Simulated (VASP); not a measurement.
# Zn3Se2S (P3m1) in VASP: notebook

Runs on Zn3Se2S. Level: PBE. Tasks: single point, relaxation of cell and atoms.

All numbers are computed with VASP 6.6.1; they aren't measurements. Logs are shortened: lines on timing, memory, paths and dates and some standing lists are left out, and cuts for length are marked.

## Step 1: The cell of the first run

It takes space group P3m1 (No. 156, trigonal). Conventional cell: a = 3.986 Å, b = 3.986 Å, c = 9.766 Å, α = 90.00°, β = 90.00°, γ = 120.00°. Zn (site symmetry 3m) has 1 S at 2.36 Å and 3 Se at 2.46 Å within 3.1 Å. Zn (site symmetry 3m) has 4 Se at 2.46 to 2.47 Å within 3.2 Å. Zn (site symmetry 3m) has 3 S at 2.41 Å and 1 Se at 2.48 Å within 3.2 Å. Within 3.2 Å of Se (site symmetry 3m) lie 4 Zn at 2.46 to 2.47 Å. Within 3.2 Å of Se (site symmetry 3m) lie 4 Zn at 2.46 to 2.48 Å. S (site symmetry 3m) has 4 Zn at 2.36 to 2.41 Å within 3.1 Å.

## Step 2: Single point, PBE

INCAR reads:

```
ALGO = Normal
EDIFF = 1E-7
ENCUT = 520
GGA = PE
ISIF = 2
ISMEAR = 0
LASPH = True
LCHARG = False
LREAL = False
LWAVE = False
NBANDS = 36
NELM = 100
PREC = Accurate
SIGMA = 0.02
```

KPOINTS reads:

```
k-points
0
Gamma
  12 12 4
```

POSCAR reads:

```
Zn3Se2S
1.0
    3.9859881461      0.0000000000      0.0000000000
   -1.9929940730      3.4519669937      0.0000000000
    0.0000000000      0.0000000000      9.7655900182
Zn Se S
3 2 1
Direct
    0.0000000000      0.0000000000      0.9904876999
    0.6666666667      0.3333333333      0.3330911039
    0.3333333333      0.6666666667      0.6760394109
    0.6666666667      0.3333333333      0.0796643422
    0.3333333333      0.6666666667      0.4216974993
    0.0000000000      0.0000000000      0.7490199439
```

Potentials or basis: VASP PAW PBE potentials, release 64 (Zn, Se, S).

On the command line:

```console
$ cat potpaw_PBE.64/Zn/POTCAR potpaw_PBE.64/Se/POTCAR potpaw_PBE.64/S/POTCAR > POTCAR
$ mpirun -np 1 vasp_std > vasp.out
```

OUTCAR:

```text
EDIFF = 1E-7
   ENCUT = 520
   GGA = PE
   ISIF = 2
   ISMEAR = 0
   LASPH = True
   LREAL = False
   NELM = 100
   PREC = Accurate

 ion  position               nearest neighbor table
   1  0.000  0.000  0.990-   6 2.36   4 2.46   4 2.46   4 2.46
   2  0.667  0.333  0.333-   5 2.46   5 2.46   5 2.46   4 2.47
   3  0.333  0.667  0.676-   6 2.41   6 2.41   6 2.41   5 2.48
   4  0.667  0.333  0.080-   1 2.46   1 2.46   1 2.46   2 2.47
   5  0.333  0.667  0.422-   2 2.46   2 2.46   2 2.46   3 2.48
   6  0.000  0.000  0.749-   1 2.36   3 2.41   3 2.41   3 2.41

  LATTYP: Found a hexagonal cell.
 ALAT       =     3.9859881461
 C/A-ratio  =     2.4499796939

  Lattice vectors:

 A1 = (   3.9859881461,   0.0000000000,   0.0000000000)
 A2 = (  -1.9929940730,   3.4519669937,   0.0000000000)
 A3 = (   0.0000000000,   0.0000000000,   9.7655900182)

Analysis of symmetry for initial positions (statically):
=====================================================================
 Subroutine PRICEL returns:
 Original cell was already a primitive cell.

 Routine SETGRP: Setting up the symmetry group for a
 hexagonal supercell.

 Subroutine GETGRP returns: Found  6 space group operations
 (whereof  6 operations were pure point group operations)
 out of a pool of 24 trial point group operations.

The static configuration has the point symmetry C_3v.

Analysis of symmetry for dynamics (positions and initial velocities):
=====================================================================
 Subroutine PRICEL returns:
 Original cell was already a primitive cell.

 Routine SETGRP: Setting up the symmetry group for a
 hexagonal supercell.

 Subroutine GETGRP returns: Found  6 space group operations
 (whereof  6 operations were pure point group operations)
 out of a pool of 24 trial point group operations.

The dynamic configuration has the point symmetry C_3v.

 Subroutine INISYM returns: Found  6 space group operations
 (whereof  6 operations are pure point group operations),
 and found     1 'primitive' translations

----------------------------------------------------------------------------------------

                                     Primitive cell

  volume of cell :     134.3696

  direct lattice vectors                    reciprocal lattice vectors
     3.985988146  0.000000000  0.000000000     0.250878819  0.144844954  0.000000000
    -1.992994073  3.451966994  0.000000000     0.000000000  0.289689908  0.000000000
     0.000000000  0.000000000  9.765590018     0.000000000  0.000000000  0.102400367

  length of vectors
     3.985988146  3.985988146  9.765590018     0.289689908  0.289689908  0.102400367

  position of ions in fractional coordinates (direct lattice)
     0.000000000  0.000000000  0.990487700
     0.666666667  0.333333333  0.333091104
     0.333333333  0.666666667  0.676039411
     0.666666667  0.333333333  0.079664342
     0.333333333  0.666666667  0.421697499
     0.000000000  0.000000000  0.749019944

  ion indices of the primitive-cell ions
   primitive index   ion index
                 1           1
                 2           2
                 3           3
                 4           4
                 5           5
                 6           6

----------------------------------------------------------------------------------------

 KPOINTS: k-points

Automatic generation of k-mesh.
 Grid dimensions read from file:
 generate k-points for:   12   12    4

 Generating k-lattice:

  Cartesian coordinates                     Fractional coordinates (reciprocal lattice)
     0.020906568  0.012070413  0.000000000     0.083333333 -0.000000000  0.000000000
     0.000000000  0.024140826  0.000000000     0.000000000  0.083333333  0.000000000
     0.000000000  0.000000000  0.025600092     0.000000000  0.000000000  0.250000000

  Length of vectors
     0.024140826  0.024140826  0.025600092

  Shift w.r.t. Gamma in fractional coordinates (k-lattice)
     0.000000000  0.000000000  0.000000000

 Subroutine IBZKPT returns following result:
 ===========================================

 Found     69 irreducible k-points:

 Following reciprocal coordinates:
            Coordinates               Weight
  0.000000  0.000000  0.000000      1.000000
  0.083333  0.000000  0.000000      6.000000
  0.166667  0.000000  0.000000      6.000000
  0.250000  0.000000  0.000000      6.000000
  0.333333 -0.000000  0.000000      6.000000
  0.416667  0.000000  0.000000      6.000000
[... 16 lines left out ...]
  0.166667  0.000000  0.250000      6.000000
  0.000000  0.166667  0.250000      6.000000
 [... further k-points ...]
   k-points           NKPTS =     69   k-points in BZ     NKDIM =     69   number of bands    NBANDS=     36
   number of dos      NEDOS =    301   number of ions     NIONS =      6
   total plane-waves  NPLWV =  72000
   dimension x,y,z NGX =    30 NGY =   30 NGZ =   80
   dimension x,y,z NGXF=    60 NGYF=   60 NGZF=  160
   ions per type =               3   2   1
   NGX,Y,Z   is equivalent  to a cutoff of  12.51, 12.51, 13.62 a.u.
   NGXF,Y,Z  is equivalent  to a cutoff of  25.02, 25.02, 27.24 a.u.
 SYSTEM =  unknown system
   PREC   = accura    normal or accurate (medium, high low for compatibility)
   ISTART =      0    job   : 0-new  1-cont  2-samecut
   ICHARG =      2    charge: 1-file 2-atom 10-const
   ISPIN  =      1    spin polarized calculation?
   LNONCOLLINEAR =      F non collinear calculations
   LSORBIT =      F    spin-orbit coupling
   LASPH  =      T    aspherical Exc in radial PAW
   ENCUT  =  520.0 eV  38.22 Ry    6.18 a.u.   7.41  7.41 18.16*2*pi/ulx,y,z
   NELM   =    100;   NELMIN=  2; NELMDL= -5     # of ELM steps
   EDIFF  = 0.1E-06   stopping-criterion for ELM
   LREAL  =      F    real-space projection
   EDIFFG = 0.1E-05   stopping-criterion for IOM
   NSW    =      0    number of steps for IOM
   IBRION =     -1    ionic relax: 0-MD 1-quasi-New 2-CG
   NFREE  =      0    steps in history (QN), initial steepest desc. (CG)
   ISIF   =      2    stress and relaxation
   ISYM   =      2    0-nonsym 1-usesym 2-fastsym
   POTIM  = 0.5000    time-step for ionic-motion
   TEBEG  =    0.0;   TEEND  =   0.0 temperature during run
   PSTRESS=    0.0 pullay stress
   NELECT =      54.0000    total number of electrons
   NUPDOWN=      -1.0000    fix difference up-down
   EMIN   =  10.00;   EMAX   =-10.00  energy-range for DOS
   EFERMI =   0.00;   METHOD = LEGACY
   ISMEAR =     0;   SIGMA  =   0.02  broadening in eV -4-tet -1-fermi 0-gaus
   EFERMI_NEDOS =   21; number of points for ismear=-14 and -15
   IALGO  =     38    algorithm
   IMIX   =      4    mixing-type and parameters
     AMIX     =   0.40;   BMIX     =  1.00
     AMIX_MAG =   1.60;   BMIX_MAG =  1.00
  volume/ion in A,a.u.               =      22.39       151.13
  Fermi-wavevector in a.u.,A,eV,Ry     =   1.208108  2.282993 19.858038  1.459525
  Thomas-Fermi vector in A             =   2.343726
   LORBIT       =      0    0 simple, 1 ext, 2 COOP (PROOUT), +10 PAW based schemes
   GGA     = PE    functional components
   LHFCALC =     F    Hartree Fock is set to
   AEXX    =    0.0000 exact exchange contribution
   IVDW    =     0    specifies the selected vdW correction
   LEPSILON=     F    determine dielectric tensor
   LRPA    =     F    only Hartree local field effects (RPA)
 non-spin polarized calculation
 Gauss-broadening in eV      SIGMA  =   0.02
  energy-cutoff  :      520.00
  volume of cell :      134.37
 maximum number of plane-waves:      3679
 NGX is ok and might be reduce to    30
   NGX = 15   NGY = 15   NGZ = 37

 number of electron      53.9999995 magnetization

 Free energy of the ion-electron system (eV)
  ---------------------------------------------------
  ext. energy  EPLUGINS =         0.00000000
  ---------------------------------------------------
  free energy    TOTEN  =       -18.85150040 eV

  energy without entropy =      -18.85150040  energy(sigma->0) =      -18.85150040

 E-fermi :   1.7741     XC(G=0):  -9.2827

 val. band max:        1.6273397064   @ k =   0.0000   0.0000   0.0000
 cond. band min:       2.8866417302   @ k =   0.0000   0.0000   0.0000
 fundamental gap:      1.2593020238
 Fermi energy:         1.7741260804

 k-point     1 :       0.0000    0.0000    0.0000
  band No.  band energies     occupation
      1     -11.5182      2.00000
      2     -10.9733      2.00000
      3     -10.9400      2.00000
      4      -4.9337      2.00000
      5      -4.9337      2.00000
      6      -4.8891      2.00000
[... 28 lines left out ...]
     35       8.0606      0.00000
     36       8.2854      0.00000

 k-point     2 :       0.0833    0.0000    0.0000
  band No.  band energies     occupation
      1     -11.4780      2.00000
      2     -10.9437      2.00000
      3     -10.9132      2.00000
      4      -4.9323      2.00000
      5      -4.9241      2.00000
      6      -4.8826      2.00000
[... 28 lines left out ...]
     35       8.0578      0.00000
     36       8.1801      0.00000

 k-point     3 :       0.1667    0.0000    0.0000
  band No.  band energies     occupation
      1     -11.3629      2.00000
      2     -10.8620      2.00000
      3     -10.8385      2.00000
      4      -4.9254      2.00000
      5      -4.8982      2.00000
      6      -4.8638      2.00000
[... 28 lines left out ...]
     35       8.0381      0.00000
     36       8.5407      0.00000
[... 742 lines left out ...]
 k-point    23 :       0.1667    0.0000    0.2500
  band No.  band energies     occupation
      1     -11.3229      2.00000
      2     -11.0288      2.00000
      3     -10.7097      2.00000
      4      -4.9256      2.00000
      5      -4.8983      2.00000
      6      -4.8705      2.00000
[... 28 lines left out ...]
     35       8.0470      0.00000
     36       8.6938      0.00000

 k-point    24 :       0.0000    0.1667    0.2500
  band No.  band energies     occupation
      1     -11.3197      2.00000
      2     -11.0365      2.00000
      3     -10.7050      2.00000
      4      -4.9289      2.00000
      5      -4.8956      2.00000
      6      -4.8649      2.00000
[... 28 lines left out ...]
     35       8.2484      0.00000
     36       8.4470      0.00000

 [... further k-points ...]
[... 5 lines left out ...]
  --------------------------------------------------------------------------------------
  -------------------------------------------------------------------------------------
  Total        0.1549634      0.1549634      0.1769870      0.0000000      0.0000000     -0.0000000
  in kB        1.8477298      1.8477298      2.1103319      0.0000000      0.0000000     -0.0000000
  external PRESSURE =       1.9352638 kB  Pullay stress =       0.0000000 kB

 VOLUME and BASIS-vectors are now :
 -----------------------------------------------------------------------------
  energy-cutoff  :      520.00
  volume of cell :      134.37
      direct lattice vectors                 reciprocal lattice vectors
     3.985988146  0.000000000  0.000000000     0.250878819  0.144844954  0.000000000
    -1.992994073  3.451966994  0.000000000     0.000000000  0.289689908  0.000000000
     0.000000000  0.000000000  9.765590018     0.000000000  0.000000000  0.102400367

 POSITION                                       TOTAL-FORCE (eV/Angst)
 -----------------------------------------------------------------------------------
      0.00000      0.00000      9.67270         0.000000     -0.000000     -0.011814
      1.99299      1.15066      3.25283        -0.000000     -0.000000      0.003752
     -0.00000      2.30131      6.60192         0.000000     -0.000000      0.002862
      1.99299      1.15066      0.77797        -0.000000     -0.000000      0.000505
     -0.00000      2.30131      4.11812         0.000000     -0.000000      0.000526
      0.00000      0.00000      7.31462        -0.000000      0.000000      0.004169
 -----------------------------------------------------------------------------------
    total drift:                                0.000001      0.000000      0.003261

  FREE ENERGIE OF THE ION-ELECTRON SYSTEM (eV)
  ---------------------------------------------------
  free  energy   TOTEN  =       -18.8515003962 eV

  energy  without entropy=      -18.8515003962  energy(sigma->0) =      -18.85150040
```

Run time: 4.9 min. Hardware: 1 thread of Intel Xeon Platinum 8488C (Sapphire Rapids), shared host; peak memory 0.44 GiB.

What came out:

```yaml
Free_energy: -18.8515 eV
Pressure: 0.2 GPa
Largest_force: 0.012 eV/Å
Band_gap_on_the_k_mesh: 1.26 eV
```

Forces in eV/Å, atoms in the order of the input:
```
Zn   0.000  0.000 -0.012
Zn   0.000  0.000  0.004
Zn   0.000  0.000  0.003
Se   0.000  0.000  0.001
Se   0.000  0.000  0.001
S    0.000  0.000  0.004
```

Levels at points of the mesh, in eV from the valence-band top:
```
           k point  band 25  band 26  band 27  band 28  band 29  band 30
(0.00, 0.00, 0.00)    -0.16     0.00     0.00     1.26     2.61     2.91
(0.50, 0.00, 0.00)    -1.84    -1.40    -1.11     3.03     3.45     3.64
(0.00, 0.00, 0.50)    -0.38    -0.11    -0.11     2.26     2.64     2.76
(0.50, 0.00, 0.50)    -1.72    -0.95    -0.88     2.59     3.41     3.67
```

## Step 3: Single point, PBE

INCAR reads:

```
SYSTEM = Zn3Se2S
PREC     = Accurate       ! precision mode
ENCUT    = 520            ! plane-wave cutoff, eV
EDIFF    = 1E-7           ! SCF threshold, eV
ISMEAR   = 0              ! smearing method
SIGMA    = 0.02           ! smearing width, eV
LREAL    = .False.        ! projectors in reciprocal space
LASPH    = .True.         ! aspherical terms in the spheres
NELM     = 100            ! most SCF steps
ALGO     = Normal         ! electronic algorithm
ISIF     = 2              ! what is computed and relaxed
LWAVE    = .False.        ! write WAVECAR
LCHARG   = .True.         ! write CHGCAR
GGA      = PE             ! functional
LELF     = .True.         ! ELF
LVHAR    = .True.       
NBANDS   = 36             ! bands
```

KPOINTS reads:

```
regular mesh
0
Gamma
  12 12 4
  0 0 0
```

POSCAR is that of step 2.

Potentials or basis: VASP PAW PBE potentials, release 64 (Zn, Se, S).

On the command line:

```console
$ cat potpaw_PBE.64/Zn/POTCAR potpaw_PBE.64/Se/POTCAR potpaw_PBE.64/S/POTCAR > POTCAR
$ mpirun -np 1 vasp_std > vasp.out
```

It took 4.3 min on 1 thread of Intel Xeon Platinum 8488C (Sapphire Rapids), shared host; peak memory 0.45 GiB.

Results (log left out):

* Free energy: -18.8515 eV
* Pressure: 0.2 GPa
* Largest force: 0.012 eV/Å
* Band gap on the k mesh: 1.26 eV

Forces in eV/Å, atoms in the order of the input:
```
Zn   0.000  0.000 -0.012
Zn   0.000  0.000  0.004
Zn   0.000  0.000  0.003
Se   0.000  0.000  0.001
Se   0.000  0.000  0.001
S    0.000  0.000  0.004
```

Levels at points of the mesh, in eV from the valence-band top:
```tsv
k point	band 24	band 25	band 26	band 27	band 28	band 29	band 30	band 31
(0.00, 0.00, 0.00)	-0.51	-0.16	0.00	0.00	1.26	2.61	2.91	5.86
(0.50, 0.00, 0.00)	-1.96	-1.84	-1.40	-1.11	3.03	3.45	3.64	3.74
(0.00, 0.00, 0.50)	-0.38	-0.38	-0.11	-0.11	2.26	2.64	2.76	5.67
(0.50, 0.00, 0.50)	-2.21	-1.72	-0.95	-0.88	2.59	3.41	3.67	4.49
```

## Step 4: Relaxation of cell and atoms, PBE

INCAR reads:

```
SYSTEM = Zn3Se2S
PREC = Accurate
ENCUT = 600
EDIFF = 1E-7
ISMEAR = 0
SIGMA = 0.02
LREAL = .False.
LASPH = .True.
NELM = 80
ALGO = Normal
ISIF = 3
LWAVE = .False.
LCHARG = .False.
GGA = PE
IBRION = 2
NSW = 100
EDIFFG = -0.01
```

KPOINTS reads:

```
Automatic mesh
0
Gamma
  12 12 4
  0 0 0
```

POSCAR is that of step 3.

On the command line:

```console
$ cat potpaw_PBE.64/Zn/POTCAR potpaw_PBE.64/Se/POTCAR potpaw_PBE.64/S/POTCAR > POTCAR
$ mpirun -np 1 vasp_std > vasp.out
```

It took 9.3 min on 1 thread of Oxide Virtual Turin-like, shared host; peak memory 0.47 GiB.

It converged, with:

| Quantity | Value |
| --- | --- |
| Free energy | -18.8513 eV |
| Relaxed volume | 22.47 Å³/atom |
| Relaxed cell | a = 3.990 Å, b = 3.990 Å, c = 9.778 Å, α = 90.00°, β = 90.00°, γ = 120.00° |
| Space group after relaxing (to 0.1 Å) | P3m1 (No. 156) |
| Energy gained by relaxing | 0.0 meV/atom |
| Ionic steps | 2 |
| Pressure after relaxing | 0.0 GPa |
| Largest force after relaxing | 0.007 eV/Å |
| Band gap on the k mesh | 1.24 eV |

Forces in eV/Å, atoms in the order of the input:
```
Zn   0.000  0.000 -0.007
Zn   0.000  0.000  0.002
Zn   0.000  0.000 -0.001
Se   0.000  0.000 -0.001
Se   0.000  0.000  0.002
S    0.000  0.000  0.006
```

Step by step:
```csv
step,energy change (eV),largest force (eV/Å),pressure (GPa),volume (Å³)
1,0.0000,0.0118,0.17,134.37
2,-0.0002,0.0071,-0.04,134.84
```

Final structure:
```
Zn Se S
1.0
     3.99036    0.00000    0.00000
    -1.99518    3.45575    0.00000
     0.00000    0.00000    9.77829
Zn Se S
3 2 1
Direct
  0.00000 0.00000 0.99043
  0.66667 0.33333 0.33310
  0.33333 0.66667 0.67605
  0.66667 0.33333 0.07967
  0.33333 0.66667 0.42170
  0.00000 0.00000 0.74904
```

Levels at points of the mesh, in eV from the valence-band top:
```
           k point  band 23  band 24  band 25  band 26  band 27  band 28  band 29  band 30  band 31  band 32
(0.00, 0.00, 0.00)    -0.51    -0.51    -0.16     0.00     0.00     1.24     2.60     2.90     5.86     5.86
(0.50, 0.00, 0.00)    -2.26    -1.95    -1.83    -1.39    -1.11     3.04     3.45     3.63     3.74     5.70
(0.00, 0.00, 0.50)    -1.16    -0.38    -0.38    -0.11    -0.11     2.25     2.63     2.75     5.67     6.12
(0.50, 0.00, 0.50)    -2.50    -2.20    -1.71    -0.95    -0.88     2.58     3.41     3.68     4.48     4.70
```
